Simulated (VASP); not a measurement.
Sc3BN2: relaxation of cell and atoms with PBE

Crystal: Sc3BN2.

```
Sc B N
1.0
     4.84681    0.00000    0.00000
     0.00000    4.84681    0.00000
     0.00000    0.00000    4.26675
Sc B N
3 1 2
Direct
  0.50000 0.00000 0.50000
  0.00000 0.50000 0.50000
  0.00000 0.00000 0.00000
  0.00000 0.00000 0.50000
  0.50000 0.00000 0.00000
  0.00000 0.50000 0.00000
```

The cell was generated, and may not be a known phase.

| Quantity | Value |
| --- | --- |
| Program | VASP 6.6.1 |
| Task | relaxation of cell and atoms |
| Functional | PBE |
| Potentials or basis | VASP PAW PBE potentials, release 64 (Sc_sv, B, N) |
| Cutoff | 600 eV |
| k mesh | 8 × 8 × 10 |
| Occupations | gaussian, width 0.1 eV |
| Spin | no spin polarisation |
| Dipole correction | no |
| Further INCAR settings | ALGO = Normal; EDIFF = 1e-07; IBRION = 2; EDIFFG = -0.01; NSW = 100; ISIF = 3 |

| Quantity | Value |
| --- | --- |
| Relaxed volume | 16.77 Å³/atom |
| Relaxed cell | a = 4.847 Å, b = 4.847 Å, c = 4.284 Å, α = 90.00°, β = 90.00°, γ = 90.00° |
| Space group after relaxing (to 0.1 Å) | P4/mmm (No. 123) |
| Energy gained by relaxing | 0.3 meV/atom |
| Ionic steps | 5 |
| Pressure after relaxing | 0.0 GPa |
| Band gap on the k mesh | zero (bands 23 and 24 overlap by 1.64 eV) |

Step by step:
| step | energy change (eV) | largest force (eV/Å) | pressure (GPa) | volume (Å³) |
| --- | --- | --- | --- | --- |
| 1 | 0.0000 | 0.0000 | 0.63 | 100.23 |
| 2 | 0.0000 | 0.0000 | -0.74 | 101.19 |
| 3 | -0.0019 | 0.0000 | -0.06 | 100.71 |
| 4 | -0.0019 | 0.0000 | -0.07 | 100.72 |
| 5 | -0.0019 | 0.0000 | -0.03 | 100.64 |

Final structure:
```yaml
crystal:
  lattice:
    - [4.84675, 0.00000, 0.00000]
    - [0.00000, 4.84675, 0.00000]
    - [0.00000, 0.00000, 4.28423]
  atoms:
    - { symbol: Sc, position: [0.50000, 0.00000, 0.50000] }
    - { symbol: Sc, position: [0.00000, 0.50000, 0.50000] }
    - { symbol: Sc, position: [0.00000, 0.00000, 0.00000] }
    - { symbol: B, position: [0.00000, 0.00000, 0.50000] }
    - { symbol: N, position: [0.50000, 0.00000, 0.00000] }
    - { symbol: N, position: [0.00000, 0.50000, 0.00000] }
```

Levels at points of the mesh, in eV from the Fermi level:
```
           k point  band 19  band 20  band 21  band 22  band 23  band 24  band 25  band 26  band 27
(0.00, 0.00, 0.00)    -0.38    -0.06     0.13     0.13     0.58     1.07     1.07     1.67     1.67
(0.50, 0.00, 0.00)    -0.99    -0.80    -0.68    -0.40     0.88     1.29     1.31     1.51     2.10
(0.50, 0.50, 0.00)    -1.77    -1.43    -0.71    -0.71     0.17     0.62     1.99     1.99     2.00
(0.00, 0.00, 0.50)    -2.05    -1.12    -0.58    -0.58    -0.52    -0.52     0.03     0.94     3.40
(0.50, 0.00, 0.50)    -1.56    -1.42    -1.40    -1.39    -1.01    -0.75     0.96     1.80     2.62
(0.50, 0.50, 0.50)    -2.64    -1.88    -1.57    -1.57    -0.68    -0.10     1.90     2.03     2.03
```

Run time: 9.1 min on 1 thread of Intel(R) Xeon(R) 6975P-C (Granite Rapids) (shared host), peak memory 0.45 GiB.
